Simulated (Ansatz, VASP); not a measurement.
GaN in VASP and in Ansatz

```
CELL_PARAMETERS angstrom
-0.05469 2.11708 2.11708
2.11708 -0.05469 2.11708
2.11708 2.11708 -0.05469
ATOMIC_POSITIONS crystal
Ga 0.00000 0.00000 0.00000
N 0.50000 0.50000 0.50000
```

Change from the starting cell: epitaxial_111 strain +3.0%.

Alike in both runs: task single point; functional PBE; k mesh 10 × 10 × 10; occupations fermi-dirac, width 0.02 eV; no spin polarisation.

|  | VASP | Ansatz |
| --- | --- | --- |
| version | VASP 6.6.1 | Ansatz 0.2.0 |
| potentials or method | VASP PAW PBE potentials, release 64 (Ga_d, N) | plane waves, PAW |
| plane-wave cutoff (eV) | 520 | 420 |
| valence electrons in the cell | 18 | 18 |

```tsv
	VASP	Ansatz	Ansatz less VASP
pressure (GPa)	-2.0	-2.8	-0.73
traceless stress, the component that is largest in VASP (GPa)	4.95	4.96	+0.009
```

The functional is the same, so the differences come from potentials, cutoffs and numerics.
